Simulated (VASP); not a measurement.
Set up this calculation in VASP 6.6.1, as the native input.

```
Task                   : single point
Functional             : r2SCAN
Potentials or basis    : VASP PAW PBE potentials, release 64 (Zn)
Cutoff                 : 520 eV
k mesh                 : 7 × 7 × 7
Occupations            : fermi-dirac, width 0.05 eV
Spin                   : no spin polarisation
Dipole correction      : no
Further INCAR settings : ALGO = Normal; EDIFF = 1e-07; NBANDS = 12
```

Crystal: Zn.

```xyz
1
Lattice="-1.5690 1.5690 1.5690 1.5690 -1.5690 1.5690 1.5690 1.5690 -1.5690" Properties=species:S:1:pos:R:3 pbc="T T T"
Zn    0.0000    0.0000    0.0000
```

One way to write it, as run:

POSCAR

```
Zn
1.0
   -1.5690370000      1.5690370000      1.5690370000
    1.5690370000     -1.5690370000      1.5690370000
    1.5690370000      1.5690370000     -1.5690370000
Zn
1
Direct
    0.0000000000      0.0000000000      0.0000000000
```

INCAR.step1

```
PREC = Accurate
ENCUT = 520
ISMEAR = -1
SIGMA = 0.05
LREAL = False
LASPH = True
NELM = 60
NBANDS = 12
GGA = PE
ALGO = Normal
EDIFF = 1E-4
LWAVE = True
LCHARG = False
```

INCAR.step2

```
PREC = Accurate
ENCUT = 520
EDIFF = 1E-7
ISMEAR = -1
SIGMA = 0.05
LREAL = False
LASPH = True
NELM = 60
ALGO = Normal
ISIF = 2
LWAVE = False
LCHARG = True
METAGGA = R2SCAN
LMIXTAU = True
LELF = True
LVHAR = True
NBANDS = 12
ISTART = 1
```

KPOINTS

```
Automatic mesh
0
Gamma
  7 7 7
```

Potentials or basis: VASP PAW PBE potentials, release 64 (Zn).

Command:

```console
$ cat potpaw_PBE.64/Zn/POTCAR > POTCAR
$ cp INCAR.step1 INCAR
$ mpirun -np 1 vasp_std > vasp.out
$ cp INCAR.step2 INCAR
$ mpirun -np 1 vasp_std > vasp.out
```

Results of the run:

```yaml
Pressure: -5.2 GPa
Band_gap_on_the_k_mesh: zero (band 6 reaches 5.37 eV, above the bottom of band 7 at 2.35 eV)
```

Caveat: the k points lie up to 0.40 Å⁻¹ apart; the PAW data sets were made with another functional, which shifts forces and pressure a little.

Run time: 11 s on 1 thread of Intel(R) Xeon(R) 6975P-C (Granite Rapids), with other jobs on the host, peak memory 0.12 GiB.
